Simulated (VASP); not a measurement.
# As (I4_1/amd) in VASP: a series of runs, part 2 of 2

VASP 6.6.1. The steps go on from the part before.

## Step 3: Relaxation of cell and atoms, PBE

This run uses another cell than the first one, of 19.57 Å³/atom.

The input, INCAR:

```
SYSTEM = As
ALGO = Normal
EDIFF = 1E-6
EDIFFG = -0.005
ENCUT = 600
GGA = PE
IBRION = 2
ISIF = 3
ISMEAR = -1
LASPH = .TRUE.
LCHARG = .FALSE.
LREAL = .FALSE.
LWAVE = .FALSE.
NELM = 100
NSW = 60
PREC = Accurate
SIGMA = 0.1
```

The input, KPOINTS:

```
k-points
0
G
  17 17 17
  0 0 0
```

The input, POSCAR:

```
As
1.0
   -2.6105541945      2.6105541945      1.4358048070
    2.6105541945     -2.6105541945      1.4358048070
    2.6105541945      2.6105541945     -1.4358048070
As
2
Direct
   -0.3750000000     -0.1250000000     -0.2500000000
    0.3750000000      0.1250000000      0.2500000000
```

Potentials or basis: VASP PAW PBE potentials, release 64 (As).

On the command line:

```console
cat potpaw_PBE.64/As/POTCAR > POTCAR
mpirun -np 1 vasp_std > vasp.out
```

OUTCAR:

```text
SYSTEM = As
   EDIFF = 1E-6
   EDIFFG = -0.005
   ENCUT = 600
   GGA = PE
   IBRION = 2
   ISIF = 3
   ISMEAR = -1
   LASPH = .TRUE.
   LREAL = .FALSE.
   NELM = 100
   NSW = 60
   PREC = Accurate

 ion  position               nearest neighbor table
   1  0.625  0.875  0.750-   2 2.71   2 2.71   2 2.71   2 2.71
   2  0.375  0.125  0.250-   1 2.71   1 2.71   1 2.71   1 2.71

  LATTYP: Found a body centered tetragonal cell.
 ALAT       =     5.2211083890
 C/A-ratio  =     0.5500000000

  Lattice vectors:

 A1 = (  -2.6105541945,   2.6105541945,   1.4358048070)
 A2 = (   2.6105541945,  -2.6105541945,   1.4358048070)
 A3 = (   2.6105541945,   2.6105541945,  -1.4358048070)

Analysis of symmetry for initial positions (statically):
=====================================================================
 Subroutine PRICEL returns:
 Original cell was already a primitive cell.

 Routine SETGRP: Setting up the symmetry group for a
 body centered tetragonal supercell.

 Subroutine GETGRP returns: Found 16 space group operations
 (whereof  4 operations were pure point group operations)
 out of a pool of 16 trial point group operations.

The static configuration has the point symmetry C_2h.
 The point group associated with its full space group is D_4h.

Analysis of symmetry for dynamics (positions and initial velocities):
=====================================================================
 Subroutine PRICEL returns:
 Original cell was already a primitive cell.

 Routine SETGRP: Setting up the symmetry group for a
 body centered tetragonal supercell.

 Subroutine GETGRP returns: Found 16 space group operations
 (whereof  4 operations were pure point group operations)
 out of a pool of 16 trial point group operations.

The dynamic configuration has the point symmetry C_2h.
 The point group associated with its full space group is D_4h.
[... 126 lines left out ...]
   AEXX    =    0.0000 exact exchange contribution
   IVDW    =     0    specifies the selected vdW correction
   LEPSILON=     F    determine dielectric tensor
   LRPA    =     F    only Hartree local field effects (RPA)
 conjugate gradient relaxation of ions
 non-spin polarized calculation
  energy-cutoff  :      600.00
  volume of cell :       39.14
 maximum number of plane-waves:      1330
   NGX = 15   NGY = 15   NGZ = 15

--------------------------------------- Ionic step        1  -------------------------------------------

 number of electron      10.0000000 magnetization

 number of electron       9.9999999 magnetization

 Free energy of the ion-electron system (eV)
  ---------------------------------------------------
  ext. energy  EPLUGINS =         0.00000000
  ---------------------------------------------------
  free energy    TOTEN  =        -8.87281001 eV

  energy without entropy =       -8.84314701  energy(sigma->0) =       -8.85797851

------------------------ aborting loop because EDIFF is reached ----------------------------------------

  FORCE on cell =-STRESS in cart. coord.  units (eV):
  Direction    XX          YY          ZZ          XY          YZ          ZX
  --------------------------------------------------------------------------------------
  -------------------------------------------------------------------------------------
  Total        1.1295137      1.1295137      0.2878451     -0.0000000      0.0000000      0.0000000
  in kB       46.2361094     46.2361094     11.7828014     -0.0000000      0.0000000      0.0000000
  external PRESSURE =      34.7516734 kB  Pullay stress =       0.0000000 kB
[... 167 lines left out ...]
--------------------------------------- Ionic step        6  -------------------------------------------

 number of electron      10.0000000 magnetization

 Free energy of the ion-electron system (eV)
  ---------------------------------------------------
  ext. energy  EPLUGINS =         0.00000000
  ---------------------------------------------------
  free energy    TOTEN  =        -8.89798090 eV

  energy without entropy =       -8.86668936  energy(sigma->0) =       -8.88233513

 E-fermi :   5.7729     XC(G=0): -10.3819

 val. band max:        5.7632559296   @ k =  -0.4118   0.2353   0.0588
 cond. band min:       5.7755022809   @ k =  -0.2353  -0.4706   0.1176
 fundamental gap:      0.0122463512
 Fermi energy:         5.7728668130

 k-point     1 :       0.0000    0.0000    0.0000
  band No.  band energies     occupation
      1      -8.9614      2.00000
      2      -2.4085      2.00000
      3       1.8584      2.00000
      4       1.8584      2.00000
      5       8.5074      0.00000
      6       9.9363      0.00000
      7       9.9363      0.00000
      8      10.6579      0.00000
      9      10.7942      0.00000
[... 265 lines left out ...]
 k-point    24 :      -0.1176    0.0588   -0.0000
  band No.  band energies     occupation
      1      -8.8213      2.00000
      2      -2.6761      2.00000
      3       1.8472      2.00000
      4       2.2598      2.00000
      5       8.9292      0.00000
      6       9.0241      0.00000
      7       9.7278      0.00000
      8      10.1727      0.00000
      9      10.3586      0.00000

 [... further k-points ...]
[... 5 lines left out ...]
  --------------------------------------------------------------------------------------
  -------------------------------------------------------------------------------------
  Total        0.0071915      0.0071915      0.0035241      0.0000000     -0.0000000      0.0000000
  in kB        0.2835038      0.2835038      0.1389261      0.0000000     -0.0000000      0.0000000
  external PRESSURE =       0.2353112 kB  Pullay stress =       0.0000000 kB
[... 17 lines left out ...]
  FREE ENERGIE OF THE ION-ELECTRON SYSTEM (eV)
  ---------------------------------------------------
  free  energy   TOTEN  =        -8.8979809011 eV

  energy  without entropy=       -8.8666893606  energy(sigma->0) =       -8.88233513

 reached required accuracy - stopping structural energy minimisation
```

OSZICAR:

```text
N       E                     dE             d eps       ncg     rms          rms(c)
DAV:   1     0.290457893143E+02    0.29046E+02   -0.46821E+03  7290   0.105E+03
DAV:   2    -0.780324274899E+01   -0.36849E+02   -0.35743E+02 11727   0.121E+02
[... 38 lines left out ...]
   5 F= -.88979675E+01 E0= -.88823571E+01  d E =-.296607E-02
       N       E                     dE             d eps       ncg     rms          rms(c)
DAV:   1    -0.889800067413E+01   -0.33004E-04   -0.18008E-03  7487   0.252E-01    0.223E-02
DAV:   2    -0.889798818504E+01    0.12489E-04   -0.50883E-05  7685   0.518E-02    0.126E-02
DAV:   3    -0.889798087369E+01    0.73114E-05   -0.19185E-05  8368   0.258E-02    0.147E-03
DAV:   4    -0.889798090113E+01   -0.27438E-07   -0.64168E-07  3822   0.598E-03
   6 F= -.88979809E+01 E0= -.88823351E+01  d E =-.297949E-02
```

Run time: 9.4 min. Hardware: 1 thread of Oxide Virtual Turin-like, shared host; peak memory 0.29 GiB.

Results:

```
Free energy                           : -8.8980 eV
Relaxed volume                        : 20.32 Å³/atom
Relaxed cell                          : a = 4.039 Å, b = 4.039 Å, c = 4.039 Å, α = 97.12°, β = 97.12°, γ = 138.79°
Space group after relaxing (to 0.1 Å) : I4_1/amd (No. 141)
Energy gained by relaxing             : 12.6 meV/atom
Ionic steps                           : 6
Pressure after relaxing               : 0.0 GPa
Band gap on the k mesh                : zero (bands 5 and 6 overlap by 6.38 eV)
```

Step by step:
```tsv
step	energy change (eV)	largest force (eV/Å)	pressure (GPa)	volume (Å³)
1	0.0000	0.0000	3.48	39.14
2	-0.0190	0.0000	-1.65	41.59
3	-0.0222	0.0000	-0.35	40.88
4	-0.0245	0.0000	-0.16	40.75
5	-0.0252	0.0000	0.00	40.66
6	-0.0252	0.0000	0.02	40.64
```

Final structure:
```
As
1.0
    -2.67338    2.67338    1.42164
     2.67338   -2.67338    1.42164
     2.67338    2.67338   -1.42164
As
2
Direct
  0.62500 0.87500 0.75000
  0.37500 0.12500 0.25000
```

Levels at points of the mesh, in eV from the Fermi level:
```tsv
k point	band 2	band 3	band 4	band 5	band 6	band 7	band 8	band 9
(0.00, 0.00, 0.00)	-8.18	-3.91	-3.91	2.73	4.16	4.16	4.89	5.02
```
